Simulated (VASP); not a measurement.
# Zr (I4/mmm) in VASP: single point with LDA

Aim: the single point of Zr with LDA.

Program: VASP 6.6.1. These are calculated values, not measurements. Logs are shortened: lines on timing, memory, paths and dates and some standing lists are left out, and cuts for length are marked.

### Step 1. The cell of the first run

The structure is tetragonal, space group I4/mmm (No. 139). The conventional cell has a = 3.285 Å, b = 3.285 Å, c = 4.375 Å, α = 90.00°, β = 90.00°, γ = 90.00°. Within 4.2 Å of Zr (site symmetry 4/mmm) lie 12 Zr at 3.19 to 3.28 Å.

### Step 2. Single point, LDA (strain +0.030 along x and y, -0.030 along z)

File INCAR:

```
SYSTEM = Zr
PREC     = Accurate       ! precision mode
ENCUT    = 520            ! plane-wave cutoff, eV
EDIFF    = 1E-6           ! SCF threshold, eV
ISMEAR   = 0              ! smearing method
SIGMA    = 0.15           ! smearing width, eV
LREAL    = .FALSE.        ! projectors in reciprocal space
LASPH    = .TRUE.         ! aspherical terms in the spheres
NELM     = 60             ! most SCF steps
ALGO     = Normal         ! electronic algorithm
ISIF     = 2              ! what is computed and relaxed
LWAVE    = .FALSE.        ! write WAVECAR
LCHARG   = .FALSE.        ! write CHGCAR
GGA      = CA             ! functional
NBANDS   = 12             ! bands
```

File KPOINTS:

```
Automatic mesh
0
G
  18 18 18
  0 0 0
```

File POSCAR:

```
Zr
1.0
    0.0000000000      2.3226500000      2.1873500000
    2.3226500000      0.0000000000      2.1873500000
    2.3226500000      2.3226500000      0.0000000000
Zr
1
Direct
    0.0000000000      0.0000000000      0.0000000000
```

Potentials or basis: VASP PAW LDA potentials, release 64 (Zr_sv).

Launch:

```bash
$ cat potpaw_LDA.64/Zr_sv/POTCAR > POTCAR
$ mpirun -np 1 vasp_std > vasp.out
```

OUTCAR:

```text
SYSTEM = Zr
   PREC = Accurate
   ENCUT = 520
   EDIFF = 1E-6
   ISMEAR = 0
   LREAL = .FALSE.
   LASPH = .TRUE.
   NELM = 60
   ISIF = 2
   GGA = CA

 ion  position               nearest neighbor table
   1  0.000  0.000  0.000-

  LATTYP: Found a body centered tetragonal cell.
 ALAT       =     3.2847231306
 C/A-ratio  =     1.3318321898

  Lattice vectors:

 A1 = (   0.0000000000,  -2.3226500000,  -2.1873500000)
 A2 = (   0.0000000000,   2.3226500000,  -2.1873500000)
 A3 = (   2.3226500000,   0.0000000000,   2.1873500000)

Analysis of symmetry for initial positions (statically):
=====================================================================
 Subroutine PRICEL returns:
 Original cell was already a primitive cell.

 Routine SETGRP: Setting up the symmetry group for a
 body centered tetragonal supercell.

 Subroutine GETGRP returns: Found 16 space group operations
 (whereof 16 operations were pure point group operations)
 out of a pool of 16 trial point group operations.

The static configuration has the point symmetry D_4h.

Analysis of symmetry for dynamics (positions and initial velocities):
=====================================================================
 Subroutine PRICEL returns:
 Original cell was already a primitive cell.

 Routine SETGRP: Setting up the symmetry group for a
 body centered tetragonal supercell.

 Subroutine GETGRP returns: Found 16 space group operations
 (whereof 16 operations were pure point group operations)
 out of a pool of 16 trial point group operations.

The dynamic configuration has the point symmetry D_4h.

 Subroutine INISYM returns: Found 16 space group operations
 (whereof 16 operations are pure point group operations),
 and found     1 'primitive' translations

----------------------------------------------------------------------------------------

                                     Primitive cell

  volume of cell :      23.6002

  direct lattice vectors                    reciprocal lattice vectors
     0.000000000  2.322650000  2.187350000    -0.215271350  0.215271350  0.228587103
     2.322650000  0.000000000  2.187350000     0.215271350 -0.215271350  0.228587103
     2.322650000  2.322650000  0.000000000     0.215271350  0.215271350 -0.228587103

  length of vectors
[... 85 lines left out ...]
   NFREE  =      0    steps in history (QN), initial steepest desc. (CG)
   ISIF   =      2    stress and relaxation
   ISYM   =      2    0-nonsym 1-usesym 2-fastsym
   POTIM  = 0.5000    time-step for ionic-motion
   TEBEG  =    0.0;   TEEND  =   0.0 temperature during run
   PSTRESS=    0.0 pullay stress
   NELECT =      12.0000    total number of electrons
   NUPDOWN=      -1.0000    fix difference up-down
   EMIN   =  10.00;   EMAX   =-10.00  energy-range for DOS
   EFERMI =   0.00;   METHOD = LEGACY
   ISMEAR =     0;   SIGMA  =   0.15  broadening in eV -4-tet -1-fermi 0-gaus
   EFERMI_NEDOS =   21; number of points for ismear=-14 and -15
   IALGO  =     38    algorithm
   IMIX   =      4    mixing-type and parameters
     AMIX     =   0.40;   BMIX     =  1.00
     AMIX_MAG =   1.60;   BMIX_MAG =  1.00
  volume/ion in A,a.u.               =      23.60       159.26
  Fermi-wavevector in a.u.,A,eV,Ry     =   1.306662  2.469233 23.230124  1.707366
  Thomas-Fermi vector in A             =   2.437449
   LORBIT       =      0    0 simple, 1 ext, 2 COOP (PROOUT), +10 PAW based schemes
   GGA     = CA    functional components
   LHFCALC =     F    Hartree Fock is set to
   AEXX    =    0.0000 exact exchange contribution
   IVDW    =     0    specifies the selected vdW correction
   LEPSILON=     F    determine dielectric tensor
   LRPA    =     F    only Hartree local field effects (RPA)
 non-spin polarized calculation
 Gauss-broadening in eV      SIGMA  =   0.15
  energy-cutoff  :      520.00
  volume of cell :       23.60
 maximum number of plane-waves:       656
   NGX = 11   NGY = 11   NGZ = 13

 number of electron      12.0000000 magnetization

 Free energy of the ion-electron system (eV)
  ---------------------------------------------------
  ext. energy  EPLUGINS =         0.00000000
  ---------------------------------------------------
  free energy    TOTEN  =        -9.21827129 eV

  energy without entropy =       -9.20038904  energy(sigma->0) =       -9.20933017

 E-fermi :   8.5218     XC(G=0): -11.2327

 val. band max:        8.5212813216   @ k =   0.3333   0.0556   0.0000
 cond. band min:       8.5257824450   @ k =  -0.1667   0.1111   0.0000
 fundamental gap:      0.0045011234
 Fermi energy:         8.5217633397

 k-point     1 :       0.0000    0.0000    0.0000
  band No.  band energies     occupation
      1     -39.9220      2.00000
      2     -17.5956      2.00000
      3     -17.5956      2.00000
      4     -17.5857      2.00000
      5       3.0339      2.00000
      6       9.3042      0.00000
      7       9.3042      0.00000
      8       9.8893      0.00000
      9      11.3965      0.00000
     10      12.1898      0.00000
     11      19.1199      0.00000
     12      22.6464      0.00000
[... 331 lines left out ...]
 k-point    24 :      -0.2222    0.0556    0.0000
  band No.  band energies     occupation
      1     -39.8568      2.00000
      2     -18.0371      2.00000
      3     -17.6643      2.00000
      4     -17.6616      2.00000
      5       4.6308      2.00000
      6       8.5265      0.96458
      7       9.6135      0.00000
      8      10.0226      0.00000
      9      11.2838      0.00000
     10      12.2943      0.00000
     11      19.9143      0.00000
     12      22.0635      0.00000

 [... further k-points ...]

------------------------ aborting loop because EDIFF is reached ----------------------------------------

  FORCE on cell =-STRESS in cart. coord.  units (eV):
  Direction    XX          YY          ZZ          XY          YZ          ZX
  --------------------------------------------------------------------------------------
  -------------------------------------------------------------------------------------
  Total       -1.2464236     -1.2464236     -0.9949042      0.0000000      0.0000000      0.0000000
  in kB      -84.6175483    -84.6175483    -67.5423289      0.0000000      0.0000000      0.0000000
  external PRESSURE =     -78.9258085 kB  Pullay stress =       0.0000000 kB

 VOLUME and BASIS-vectors are now :
 -----------------------------------------------------------------------------
  energy-cutoff  :      520.00
  volume of cell :       23.60
      direct lattice vectors                 reciprocal lattice vectors
     0.000000000  2.322650000  2.187350000    -0.215271350  0.215271350  0.228587103
     2.322650000  0.000000000  2.187350000     0.215271350 -0.215271350  0.228587103
     2.322650000  2.322650000  0.000000000     0.215271350  0.215271350 -0.228587103

 POSITION                                       TOTAL-FORCE (eV/Angst)
 -----------------------------------------------------------------------------------
      0.00000      0.00000      0.00000        -0.000000      0.000000      0.000000
 -----------------------------------------------------------------------------------
    total drift:                                0.000000      0.000000      0.000000

  FREE ENERGIE OF THE ION-ELECTRON SYSTEM (eV)
  ---------------------------------------------------
  free  energy   TOTEN  =        -9.2182712925 eV

  energy  without entropy=       -9.2003890420  energy(sigma->0) =       -9.20933017
```

OSZICAR:

```text
N       E                     dE             d eps       ncg     rms          rms(c)
DAV:   1     0.869540523646E+02    0.86954E+02   -0.68674E+03 11544   0.996E+02
DAV:   2    -0.657624224194E+01   -0.93530E+02   -0.90858E+02 13204   0.270E+02
DAV:   3    -0.953465097901E+01   -0.29584E+01   -0.29161E+01 17336   0.411E+01
DAV:   4    -0.960381118290E+01   -0.69160E-01   -0.69090E-01 13156   0.597E+00
DAV:   5    -0.960544889851E+01   -0.16377E-02   -0.16377E-02 17164   0.671E-01    0.997E+00
DAV:   6    -0.928164641393E+01    0.32380E+00   -0.40696E-01 12680   0.563E+00    0.387E+00
DAV:   7    -0.921759767849E+01    0.64049E-01   -0.19152E-01 14108   0.360E+00    0.661E-01
DAV:   8    -0.921826512192E+01   -0.66744E-03   -0.10345E-02 13792   0.116E+00    0.851E-02
DAV:   9    -0.921827490632E+01   -0.97844E-05   -0.28380E-04 15048   0.161E-01    0.161E-02
DAV:  10    -0.921827140259E+01    0.35037E-05   -0.14105E-05 13776   0.383E-02    0.749E-03
DAV:  11    -0.921827129246E+01    0.11013E-06   -0.68643E-07  9632   0.861E-03
   1 F= -.92182713E+01 E0= -.92093302E+01  d E =-.178823E-01
```

It took 64 s on 1 thread of Intel Xeon 8259CL, shared host; peak memory 0.23 GiB.

What came out:

* Free energy: -9.2183 eV
* Pressure: -7.9 GPa
* Band gap on the k mesh: zero (bands 6 and 7 overlap by 1.48 eV)

Stress tensor (GPa, compression positive):
```
-8.46  0.00  0.00
 0.00 -8.46  0.00
 0.00  0.00 -6.75
```

Caveat: the cell differs from its parent crystal (strain +0.030 along x and y, -0.030 along z); the cell stands under tension.
